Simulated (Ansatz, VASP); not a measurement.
**One calculation of MoS2, two programs**

The input INCAR:

```
PREC     = Accurate       # precision mode
ENCUT    = 520            # plane-wave cutoff, eV
EDIFF    = 1E-6           # SCF threshold, eV
ISMEAR   = 0              # smearing method
SIGMA    = 0.05           # smearing width, eV
LREAL    = F              # projectors in reciprocal space
LASPH    = T              # aspherical terms in the spheres
NELM     = 100            # most SCF steps
ALGO     = Normal         # electronic algorithm
ISIF     = 2              # what is computed and relaxed
LWAVE    = F              # write WAVECAR
LCHARG   = F              # write CHGCAR
GGA      = PE             # functional
IVDW     = 12             # dispersion correction
NBANDS   = 20             # bands
```

Contents of KPOINTS:

```
Automatic mesh
0
Gamma
  12 12 6
```

The input POSCAR:

```
MoS2
1.0
    3.0512299422      0.0000000000      0.0000000000
   -1.5256149711      2.6424426427      0.0000000000
    0.0000000000      0.0000000000      7.0836363277
Mo S
1 2
Direct
    0.0000000000      0.0000000000      0.0000000000
    0.3333333333      0.6666666667      0.2356692374
    0.3333333333      0.6666666667      0.7643307626
```

Input for Ansatz:

```yaml
crystal:
  lattice:
    - [3.0512299422, 0.0, 0.0]
    - [-1.5256149711, 2.6424426427, 0.0]
    - [0.0, 0.0, 7.0836363277]
  atoms:
    - { symbol: Mo, position: [0.0, 0.0, 0.0] }
    - { symbol: S, position: [0.3333333333, 0.6666666667, 0.2356692374] }
    - { symbol: S, position: [0.3333333333, 0.6666666667, 0.7643307626] }
basis:
  ecutwfc: 420
kpoints:
  mp_grid: { grid: [12, 12, 6] }
hamiltonian:
  xc: pbe
  dispersion: d3bj
scf:
  occupations: { method: gaussian, width: 0.05 }
output:
  forces: true
  stress: true
  eigenvalues: true
```

Alike in both runs: task single point; functional PBE; dispersion D3(BJ); k mesh 12 × 12 × 6; occupations gaussian, width 0.05 eV; no spin polarisation.

|  | VASP | Ansatz |
| --- | --- | --- |
| version | VASP 6.6.1 | Ansatz 0.2.0 |
| potentials or method | VASP PAW PBE potentials, release 64 (Mo_sv, S), cutoff 520 eV | scalar-relativistic, plane waves, PAW |
| valence electrons in the cell | 26 | 26 |

|  | VASP | Ansatz | Ansatz less VASP |
| --- | --- | --- | --- |
| gap on the k mesh at the Fermi level (eV) | 1.20 | 1.20 | 0.000 |
| least direct gap on the mesh (eV) | 2.06 | 2.06 | -0.003 |
| pressure (GPa) | -0.9 | -0.8 | +0.11 |
| traceless stress, the component that is largest in VASP (GPa) | -11.24 | -11.19 | +0.053 |
| rms of the force components (eV/Å) | 0.540 | 0.535 | -0.0048 |

Atom by atom the forces differ by 0.005 eV/Å (rms over components).
